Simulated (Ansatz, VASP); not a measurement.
## Al in VASP and in Ansatz

File INCAR:

```
PREC     = Accurate       # precision mode
ENCUT    = 520            # plane-wave cutoff, eV
EDIFF    = 1E-6           # SCF threshold, eV
ISMEAR   = 0              # smearing method
SIGMA    = 0.15           # smearing width, eV
LREAL    = False          # projectors in reciprocal space
LASPH    = True           # aspherical terms in the spheres
NELM     = 60             # most SCF steps
ALGO     = Fast           # electronic algorithm
ISIF     = 2              # what is computed and relaxed
LWAVE    = False          # write WAVECAR
LCHARG   = True           # write CHGCAR
GGA      = PE             # functional
IVDW     = 12             # dispersion correction
LELF     = True           # ELF
LVHAR    = True         
NBANDS   = 14             # bands
```

The input KPOINTS:

```
regular mesh
0
Gamma
  18 18 4
```

POSCAR

```
Al
1.0
    2.8144222650      0.0000000000      0.0000000000
   -1.4072111325      2.4373611785      0.0000000000
    0.0000000000      0.0000000000      9.2410470710
Al
4
Direct
    0.0000000000      0.0000000000      0.0000000000
    0.3046137490      0.6092274979      0.1894008065
    0.0000000000      0.0000000000      0.5000000000
    0.6666666667      0.3333333333      0.7500000000
```

Input for Ansatz:

```yaml
crystal:
  lattice:
    - [2.814422265, 0.0, 0.0]
    - [-1.4072111325, 2.4373611785, 0.0]
    - [0.0, 0.0, 9.241047071]
  atoms:
    - { symbol: Al, position: [0.0, 0.0, 0.0] }
    - { symbol: Al, position: [0.304613749, 0.6092274979, 0.1894008065] }
    - { symbol: Al, position: [0.0, 0.0, 0.5] }
    - { symbol: Al, position: [0.6666666667, 0.3333333333, 0.75] }
basis:
  ecutwfc: 420
kpoints:
  mp_grid: { grid: [18, 18, 4] }
hamiltonian:
  xc: pbe
  pseudopotentials: { kind: paw, azcp: { folder: soft_1 } }
  dispersion: d3bj
scf:
  occupations: { method: gaussian, width: 0.15 }
output:
  forces: true
  stress: true
  eigenvalues: true
```

Alike in both runs: task single point; functional PBE; dispersion D3(BJ); k mesh 18 × 18 × 4; occupations gaussian, width 0.15 eV; no spin polarisation.

```csv
,VASP,Ansatz
version,VASP 6.6.1,Ansatz 0.2.0
potentials or method,"VASP PAW PBE potentials, release 64 (Al), cutoff 520 eV","scalar-relativistic, plane waves, PAW"
valence electrons in the cell,12,12
```

Ansatz gave:

- gap on the k mesh at the Fermi level (eV): none
- pressure (GPa): 8.0
- traceless stress, the component that is largest in VASP (GPa): 5.22
- rms of the force components (eV/Å): 1.748

Q: What did VASP give for the same quantities?

A: gap on the k mesh at the Fermi level (eV): none; pressure (GPa): 8.0; traceless stress, the component that is largest in VASP (GPa): 5.23; rms of the force components (eV/Å): 1.750.

Atom by atom the forces differ by 0.002 eV/Å (rms over components). A gap of «none» marks a metal or a gap that the smearing closes.
